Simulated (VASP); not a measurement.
# Cu (Fm-3m) in VASP: settings compared

Cu is run at these levels: RPBE, revPBE+D3(BJ); tasks: single point.

Program: VASP 6.6.1. These are calculated values, not measurements. Logs are shortened: lines on timing, memory, paths and dates and some standing lists are left out, and cuts for length are marked.

## Step 1: The cell of the first run

It takes space group Fm-3m (No. 225, cubic). The conventional cell has a = 3.639 Å, b = 3.639 Å, c = 3.639 Å, α = 90.00°, β = 90.00°, γ = 90.00°. Cu (site symmetry m-3m) has 12 Cu at 2.57 Å within 3.4 Å.

## Step 2: Single point, RPBE

INCAR

```
SYSTEM = Cu
  ALGO = Normal
  EDIFF = 1E-6
  ENCUT = 600
  GGA = RP
  GGA_COMPAT = .False.
  ISIF = 2
  ISMEAR = -1
  LASPH = .True.
  LCHARG = .False.
  LREAL = .False.
  LWAVE = .False.
  NBANDS = 12
  NELM = 120
  PREC = Accurate
  SIGMA = 0.05
```

KPOINTS

```
k-points
0
Gamma
  13 13 13
  0 0 0
```

POSCAR

```
Cu
1.0
    0.0000000000      1.8194705475      1.8194705475
    1.8194705475      0.0000000000      1.8194705475
    1.8194705475      1.8194705475      0.0000000000
Cu
1
Direct
    0.0000000000      0.0000000000      0.0000000000
```

Potentials or basis: VASP PAW PBE potentials, release 64 (Cu).

Run with:

```sh
cat potpaw_PBE.64/Cu/POTCAR > POTCAR
mpirun -np 1 vasp_std > vasp.out
```

OUTCAR:

```text
SYSTEM = Cu
   EDIFF = 1E-6
   ENCUT = 600
   GGA = RP
   ISIF = 2
   ISMEAR = -1
   LASPH = .True.
   LREAL = .False.
   NELM = 120
   PREC = Accurate

 ion  position               nearest neighbor table
   1  0.000  0.000  0.000-

  LATTYP: Found a face centered cubic cell.
 ALAT       =     3.6389410950

  Lattice vectors:

 A1 = (   0.0000000000,   1.8194705475,   1.8194705475)
 A2 = (   1.8194705475,   0.0000000000,   1.8194705475)
 A3 = (   1.8194705475,   1.8194705475,   0.0000000000)

Analysis of symmetry for initial positions (statically):
=====================================================================
 Subroutine PRICEL returns:
 Original cell was already a primitive cell.

 Routine SETGRP: Setting up the symmetry group for a
 face centered cubic supercell.

 Subroutine GETGRP returns: Found 48 space group operations
[... 9 lines left out ...]

 Routine SETGRP: Setting up the symmetry group for a
 face centered cubic supercell.

 Subroutine GETGRP returns: Found 48 space group operations
[... 11 lines left out ...]
                                     Primitive cell

  volume of cell :      12.0466

  direct lattice vectors                    reciprocal lattice vectors
     0.000000000  1.819470547  1.819470547    -0.274805218  0.274805218  0.274805218
     1.819470547  0.000000000  1.819470547     0.274805218 -0.274805218  0.274805218
     1.819470547  1.819470547  0.000000000     0.274805218  0.274805218 -0.274805218

  length of vectors
     2.573119925  2.573119925  2.573119925     0.475976599  0.475976599  0.475976599

  position of ions in fractional coordinates (direct lattice)
     0.000000000  0.000000000  0.000000000

  ion indices of the primitive-cell ions
   primitive index   ion index
                 1           1

----------------------------------------------------------------------------------------

 KPOINTS: k-points

Automatic generation of k-mesh.
 Grid dimensions read from file:
 generate k-points for:   13   13   13

 Generating k-lattice:

  Cartesian coordinates                     Fractional coordinates (reciprocal lattice)
    -0.021138863  0.021138863  0.021138863     0.076923077  0.000000000  0.000000000
     0.021138863 -0.021138863  0.021138863     0.000000000  0.076923077  0.000000000
     0.021138863  0.021138863 -0.021138863     0.000000000  0.000000000  0.076923077

  Length of vectors
     0.036613585  0.036613585  0.036613585

  Shift w.r.t. Gamma in fractional coordinates (k-lattice)
     0.000000000  0.000000000  0.000000000

 Subroutine IBZKPT returns following result:
 ===========================================

 Found     84 irreducible k-points:

 Following reciprocal coordinates:
            Coordinates               Weight
  0.000000  0.000000  0.000000      1.000000
  0.076923  0.000000  0.000000      8.000000
  0.153846  0.000000  0.000000      8.000000
  0.230769  0.000000  0.000000      8.000000
  0.307692  0.000000  0.000000      8.000000
  0.384615  0.000000  0.000000      8.000000
[... 16 lines left out ...]
  0.384615  0.153846  0.000000     24.000000
  0.461538  0.153846  0.000000     24.000000
 [... further k-points ...]
   k-points           NKPTS =     84   k-points in BZ     NKDIM =     84   number of bands    NBANDS=     12
   number of dos      NEDOS =    301   number of ions     NIONS =      1
   total plane-waves  NPLWV =  13824
   dimension x,y,z NGX =    24 NGY =   24 NGZ =   24
   dimension x,y,z NGXF=    48 NGYF=   48 NGZF=   48
   ions per type =               1
   NGX,Y,Z   is equivalent  to a cutoff of  15.51, 15.51, 15.51 a.u.
   NGXF,Y,Z  is equivalent  to a cutoff of  31.01, 31.01, 31.01 a.u.
 SYSTEM =  Cu
   PREC   = accura    normal or accurate (medium, high low for compatibility)
   ISTART =      0    job   : 0-new  1-cont  2-samecut
   ICHARG =      2    charge: 1-file 2-atom 10-const
   ISPIN  =      1    spin polarized calculation?
   LNONCOLLINEAR =      F non collinear calculations
   LSORBIT =      F    spin-orbit coupling
   LASPH  =      T    aspherical Exc in radial PAW
   ENCUT  =  600.0 eV  44.10 Ry    6.64 a.u.   5.14  5.14  5.14*2*pi/ulx,y,z
   NELM   =    120;   NELMIN=  2; NELMDL= -5     # of ELM steps
   EDIFF  = 0.1E-05   stopping-criterion for ELM
   LREAL  =      F    real-space projection
   EDIFFG = 0.1E-04   stopping-criterion for IOM
   NSW    =      0    number of steps for IOM
   IBRION =     -1    ionic relax: 0-MD 1-quasi-New 2-CG
   NFREE  =      0    steps in history (QN), initial steepest desc. (CG)
   ISIF   =      2    stress and relaxation
   ISYM   =      2    0-nonsym 1-usesym 2-fastsym
   POTIM  = 0.5000    time-step for ionic-motion
   TEBEG  =    0.0;   TEEND  =   0.0 temperature during run
   PSTRESS=    0.0 pullay stress
   NELECT =      11.0000    total number of electrons
   NUPDOWN=      -1.0000    fix difference up-down
   EMIN   =  10.00;   EMAX   =-10.00  energy-range for DOS
   EFERMI =   0.00;   METHOD = LEGACY
   ISMEAR =    -1;   SIGMA  =   0.05  broadening in eV -4-tet -1-fermi 0-gaus
   EFERMI_NEDOS =   21; number of points for ismear=-14 and -15
   IALGO  =     38    algorithm
   IMIX   =      4    mixing-type and parameters
     AMIX     =   0.40;   BMIX     =  1.00
     AMIX_MAG =   1.60;   BMIX_MAG =  1.00
  volume/ion in A,a.u.               =      12.05        81.29
  Fermi-wavevector in a.u.,A,eV,Ry     =   1.588245  3.001347 34.320977  2.522521
  Thomas-Fermi vector in A             =   2.687278
   LORBIT       =      0    0 simple, 1 ext, 2 COOP (PROOUT), +10 PAW based schemes
   GGA     = RP    functional components
   LHFCALC =     F    Hartree Fock is set to
   AEXX    =    0.0000 exact exchange contribution
   IVDW    =     0    specifies the selected vdW correction
   LEPSILON=     F    determine dielectric tensor
   LRPA    =     F    only Hartree local field effects (RPA)
 non-spin polarized calculation
  energy-cutoff  :      600.00
  volume of cell :       12.05
 maximum number of plane-waves:       415
 NGX is ok and might be reduce to    24
   NGX = 11   NGY = 11   NGZ = 11

 number of electron      10.9999999 magnetization

 Free energy of the ion-electron system (eV)
  ---------------------------------------------------
  ext. energy  EPLUGINS =         0.00000000
  ---------------------------------------------------
  free energy    TOTEN  =        -3.25193339 eV

  energy without entropy =       -3.24916930  energy(sigma->0) =       -3.25055134

 E-fermi :   7.6725     XC(G=0): -12.4754

 val. band max:        7.4821447946   @ k =   0.4615   0.2308   0.0000
 cond. band min:       7.6909770446   @ k =   0.4615   0.3077   0.0000
 fundamental gap:      0.2088322500
 Fermi energy:         7.6725161736

 k-point     1 :       0.0000    0.0000    0.0000
  band No.  band energies     occupation
      1      -1.6943      2.00000
      2       4.5301      2.00000
      3       4.5301      2.00000
      4       4.5301      2.00000
      5       5.3234      2.00000
      6       5.3234      2.00000
      7      29.8749      0.00000
      8      32.4630      0.00000
      9      32.4630      0.00000
     10      32.4630      0.00000
     11      34.9049      0.00000
     12      34.9049      0.00000

 k-point     2 :       0.0769    0.0000    0.0000
  band No.  band energies     occupation
      1      -1.4821      2.00000
      2       4.4867      2.00000
      3       4.5687      2.00000
      4       4.5687      2.00000
      5       5.3088      2.00000
      6       5.3088      2.00000
      7      28.4277      0.00000
      8      30.7806      0.00000
      9      31.8462      0.00000
     10      31.8462      0.00000
     11      35.8205      0.00000
     12      35.8205      0.00000

 k-point     3 :       0.1538    0.0000    0.0000
  band No.  band energies     occupation
      1      -0.8599      2.00000
      2       4.3806      2.00000
      3       4.6519      2.00000
      4       4.6519      2.00000
      5       5.2952      2.00000
      6       5.2952      2.00000
      7      24.6048      0.00000
      8      30.3467      0.00000
      9      30.9314      0.00000
     10      30.9314      0.00000
     11      36.7424      0.00000
     12      37.2493      0.00000

 k-point     4 :       0.2308    0.0000    0.0000
  band No.  band energies     occupation
      1       0.1161      2.00000
      2       4.2899      2.00000
      3       4.6872      2.00000
      4       4.6872      2.00000
      5       5.3667      2.00000
      6       5.3667      2.00000
      7      20.7216      0.00000
      8      29.8801      0.00000
      9      30.2012      0.00000
     10      30.2012      0.00000
     11      36.1322      0.00000
     12      36.1322      0.00000

 k-point     5 :       0.3077    0.0000    0.0000
  band No.  band energies     occupation
      1       1.2755      2.00000
      2       4.3936      2.00000
      3       4.6339      2.00000
      4       4.6339      2.00000
      5       5.5453      2.00000
      6       5.5453      2.00000
      7      17.1112      0.00000
      8      29.2722      0.00000
      9      29.7097      0.00000
     10      29.7097      0.00000
     11      34.3926      0.00000
     12      34.3926      0.00000

 k-point     6 :       0.3846    0.0000    0.0000
  band No.  band energies     occupation
      1       2.1750      2.00000
      2       4.5550      2.00000
      3       4.5550      2.00000
      4       5.0760      2.00000
      5       5.7380      2.00000
      6       5.7380      2.00000
      7      13.9247      0.00000
      8      28.7266      0.00000
      9      29.4408      0.00000
     10      29.4408      0.00000
     11      33.0810      0.00000
     12      33.0810      0.00000

 k-point     7 :       0.4615    0.0000    0.0000
  band No.  band energies     occupation
      1       2.5066      2.00000
      2       4.5040      2.00000
      3       4.5040      2.00000
      4       5.8574      2.00000
      5       5.8574      2.00000
      6       6.2733      2.00000
      7      11.5824      0.00000
      8      28.4136      0.00000
      9      29.3415      0.00000
     10      29.3415      0.00000
     11      32.3685      0.00000
     12      32.3685      0.00000

 k-point     8 :       0.0769    0.0769    0.0000
  band No.  band energies     occupation
      1      -1.4117      2.00000
      2       4.4486      2.00000
      3       4.5958      2.00000
      4       4.5958      2.00000
      5       5.2503      2.00000
      6       5.3531      2.00000
      7      29.0127      0.00000
      8      30.2994      0.00000
      9      30.2994      0.00000
     10      31.3975      0.00000
     11      36.3682      0.00000
     12      37.2064      0.00000
[... 166 lines left out ...]
 k-point    20 :       0.1538    0.1538    0.0000
  band No.  band energies     occupation
      1      -0.5867      2.00000
      2       4.2255      2.00000
      3       4.7871      2.00000
      4       4.7871      2.00000
      5       5.0631      2.00000
      6       5.4360      2.00000
      7      27.4997      0.00000
      8      27.4997      0.00000
      9      27.6227      0.00000
     10      29.4413      0.00000
     11      33.4556      0.00000
     12      39.5369      0.00000

 k-point    21 :       0.2308    0.1538    0.0000
  band No.  band energies     occupation
      1       0.1305      2.00000
      2       4.0851      2.00000
      3       4.7982      2.00000
      4       4.8968      2.00000
      5       5.1117      2.00000
      6       5.5061      2.00000
      7      23.8315      0.00000
      8      26.3491      0.00000
      9      27.7206      0.00000
     10      29.4826      0.00000
     11      32.0405      0.00000
     12      39.5078      0.00000

 k-point    22 :       0.3077    0.1538    0.0000
  band No.  band energies     occupation
      1       1.1350      2.00000
      2       3.9841      2.00000
      3       4.6302      2.00000
      4       4.9221      2.00000
      5       5.4719      2.00000
      6       5.6421      2.00000
      7      20.0551      0.00000
      8      25.6088      0.00000
      9      26.8990      0.00000
     10      28.4816      0.00000
     11      33.7750      0.00000
     12      38.7588      0.00000

 k-point    23 :       0.3846    0.1538    0.0000
  band No.  band energies     occupation
      1       2.1735      2.00000
      2       4.0267      2.00000
      3       4.4806      2.00000
      4       4.8687      2.00000
      5       5.8000      2.00000
      6       6.0911      2.00000
      7      16.5556      0.00000
      8      25.3126      0.00000
      9      25.5406      0.00000
     10      27.8162      0.00000
     11      36.5912      0.00000
     12      38.0706      0.00000

 k-point    24 :       0.4615    0.1538    0.0000
  band No.  band energies     occupation
      1       2.7840      2.00000
      2       4.1858      2.00000
      3       4.5425      2.00000
      4       4.7958      2.00000
      5       5.8892      2.00000
      6       7.1670      1.99992
      7      13.4893      0.00000
      8      24.1620      0.00000
      9      25.4950      0.00000
     10      27.6628      0.00000
     11      37.3068      0.00000
     12      37.4095      0.00000

 [... further k-points ...]
[... 5 lines left out ...]
  --------------------------------------------------------------------------------------
  -------------------------------------------------------------------------------------
  Total        0.3209839      0.3209839      0.3209839     -0.0000000     -0.0000000      0.0000000
  in kB       42.6902543     42.6902543     42.6902543     -0.0000000     -0.0000000      0.0000000
  external PRESSURE =      42.6902543 kB  Pullay stress =       0.0000000 kB

 VOLUME and BASIS-vectors are now :
 -----------------------------------------------------------------------------
  energy-cutoff  :      600.00
  volume of cell :       12.05
      direct lattice vectors                 reciprocal lattice vectors
     0.000000000  1.819470547  1.819470547    -0.274805218  0.274805218  0.274805218
     1.819470547  0.000000000  1.819470547     0.274805218 -0.274805218  0.274805218
     1.819470547  1.819470547  0.000000000     0.274805218  0.274805218 -0.274805218

 POSITION                                       TOTAL-FORCE (eV/Angst)
 -----------------------------------------------------------------------------------
      0.00000      0.00000      0.00000         0.000000      0.000000     -0.000000
 -----------------------------------------------------------------------------------
    total drift:                                0.000000      0.000000      0.000000

  FREE ENERGIE OF THE ION-ELECTRON SYSTEM (eV)
  ---------------------------------------------------
  free  energy   TOTEN  =        -3.2519333861 eV

  energy  without entropy=       -3.2491693003  energy(sigma->0) =       -3.25055134
```

Run time: 13 s. Hardware: 1 thread of Intel Xeon Platinum 8488C (Sapphire Rapids), shared host; peak memory 0.14 GiB.

Results:

```yaml
Free_energy: -3.2519 eV
Pressure: 4.3 GPa
```

Levels at points of the mesh, in eV from the Fermi level:
| k point | band 4 | band 5 | band 6 | band 7 | band 8 | band 9 |
| --- | --- | --- | --- | --- | --- | --- |
| (0.00, 0.00, 0.00) | -3.14 | -2.35 | -2.35 | 22.20 | 24.79 | 24.79 |

Caveat: the PAW data sets were made with another functional, which shifts forces and pressure a little.

## Step 3: Single point, revPBE+D3(BJ)

This run uses another cell than the first one, of 11.57 Å³/atom, 0.961 times its volume.

INCAR

```
PREC     = Accurate       # precision mode
ENCUT    = 600            # plane-wave cutoff, eV
EDIFF    = 1E-6           # SCF threshold, eV
ISMEAR   = -1             # smearing method
SIGMA    = 0.05           # smearing width, eV
LREAL    = F              # projectors in reciprocal space
LASPH    = T              # aspherical terms in the spheres
NELM     = 120            # most SCF steps
ALGO     = Normal         # electronic algorithm
ISIF     = 2              # what is computed and relaxed
LWAVE    = F              # write WAVECAR
LCHARG   = F              # write CHGCAR
GGA      = RE             # functional
IVDW     = 12             # dispersion correction
NBANDS   = 12             # bands
GGA_COMPAT= F
```

KPOINTS

```
regular mesh
0
Gamma
  13 13 13
```

POSCAR

```
Cu
1.0
    0.0000000000      1.7953687620      1.7953687620
    1.7953687620      0.0000000000      1.7953687620
    1.7953687620      1.7953687620      0.0000000000
Cu
1
Direct
    0.0000000000      0.0000000000      0.0000000000
```

Potentials or basis: VASP PAW PBE potentials, release 64 (Cu).

Run with:

```sh
cat potpaw_PBE.64/Cu/POTCAR > POTCAR
mpirun -np 1 vasp_std > vasp.out
```

Wall time 12 s (1 thread of Intel Xeon Platinum 8488C (Sapphire Rapids), shared host); peak memory 0.14 GiB.

It converged, with:

- Free energy: -4.4830 eV
- Pressure: -7.5 GPa
- Dispersion energy per atom: -1.150 eV

Levels at points of the mesh, in eV from the Fermi level:
```csv
k point,band 2,band 3,band 4,band 5,band 6,band 7,band 8,band 9,band 10,band 11
"(0.00, 0.00, 0.00)",-3.28,-3.28,-3.28,-2.43,-2.43,22.53,25.40,25.40,25.40,27.89
```

Caveat: the PAW data sets were made with another functional, which shifts forces and pressure a little; pairwise dispersion overbinds metals, which lowers pressure and volume.

## Step 4: Single point, revPBE+D3(BJ)

This run uses another cell than the first one, of 11.81 Å³/atom, 0.980 times its volume.

INCAR

```
SYSTEM = Cu
PREC = Accurate
ENCUT = 600
EDIFF = 1E-6
ISMEAR = -1
SIGMA = 0.05
LREAL = .False.
LASPH = .True.
NELM = 120
ALGO = Normal
ISIF = 2
LWAVE = .False.
LCHARG = .False.
GGA = RE
IVDW = 12
NBANDS = 12
GGA_COMPAT = .False.
```

KPOINTS

```
Automatic mesh
0
Gamma
  13 13 13
  0 0 0
```

POSCAR

```
Cu
1.0
    0.0000000000      1.8075000000      1.8075000000
    1.8075000000      0.0000000000      1.8075000000
    1.8075000000      1.8075000000      0.0000000000
Cu
1
Direct
    0.0000000000      0.0000000000      0.0000000000
```

Run with:

```sh
cat potpaw_PBE.64/Cu/POTCAR > POTCAR
mpirun -np 1 vasp_std > vasp.out
```

Wall time 9.7 s (1 thread of Intel Xeon Platinum 8488C (Sapphire Rapids), shared host); peak memory 0.14 GiB.

The run converged. Its results:

```yaml
Free_energy: -4.4699 eV
Pressure: -10.1 GPa
Dispersion_energy_per_atom: -1.126 eV
```

Levels at points of the mesh, in eV from the Fermi level:
| k point | band 3 | band 4 | band 5 | band 6 | band 7 | band 8 | band 9 | band 10 |
| --- | --- | --- | --- | --- | --- | --- | --- | --- |
| (0.00, 0.00, 0.00) | -3.21 | -3.21 | -2.39 | -2.39 | 22.37 | 25.09 | 25.09 | 25.09 |

Caveat: the PAW data sets were made with another functional, which shifts forces and pressure a little; pairwise dispersion overbinds metals, which lowers pressure and volume.

## Step 5: The runs side by side

| level | cell | gap on the mesh (eV) | pressure (GPa) |
| --- | --- | --- | --- |
| RPBE | a = 2.573 Å, angles 60.0°, 1 atom | none | 4.3 |
| revPBE+D3(BJ) | a = 2.539 Å, angles 60.0°, 1 atom | none | -7.5 |
| revPBE+D3(BJ) | a = 2.556 Å, angles 60.0°, 1 atom | none | -10.1 |

Alike in all rows: task single point; potentials or basis VASP PAW PBE potentials, release 64 (Cu); no spin polarisation; k mesh 13 × 13 × 13; cutoff (eV) 600; smearing fermi-dirac 0.05 eV.

Caveats: the PAW data sets were made with another functional, which shifts forces and pressure a little; pairwise dispersion overbinds metals, which lowers pressure and volume (some runs).

Total energies depend on the potentials used, so only differences within one code and one set of settings carry meaning.
